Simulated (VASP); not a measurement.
A run of VASP 6.6.1 is set up as follows.

The input INCAR:

```
PREC = Accurate ; ENCUT = 520
EDIFF = 1E-6 ; ISMEAR = 0
SIGMA = 0.15 ; LREAL = F
LASPH = T ; NELM = 60
ALGO = Normal ; ISIF = 2
LWAVE = F ; LCHARG = T
GGA = PE ; LELF = T
LVHAR = T ; NBANDS = 12
```

Contents of KPOINTS:

```
Automatic mesh
0
Gamma
  20 20 20
```

POSCAR

```
Ag
1.0
    0.0000000000      2.0635310000      2.0431000000
    2.0431000000      0.0000000000      2.0431000000
    2.0431000000      2.0635310000      0.0000000000
Ag
1
Direct
    0.0000000000      0.0000000000      0.0000000000
```

Potentials or basis: VASP PAW PBE potentials, release 64 (Ag).

Run with:

```bash
$ cat potpaw_PBE.64/Ag/POTCAR > POTCAR
$ mpirun -np 1 vasp_std > vasp.out
```

(1) Estimate the pressure.

Answers

(1) 3.4 GPa.

Caveat: the cell differs from its parent crystal (strain +0.0100 x Voigt [0, 1, 0, 0, 0, 0]).
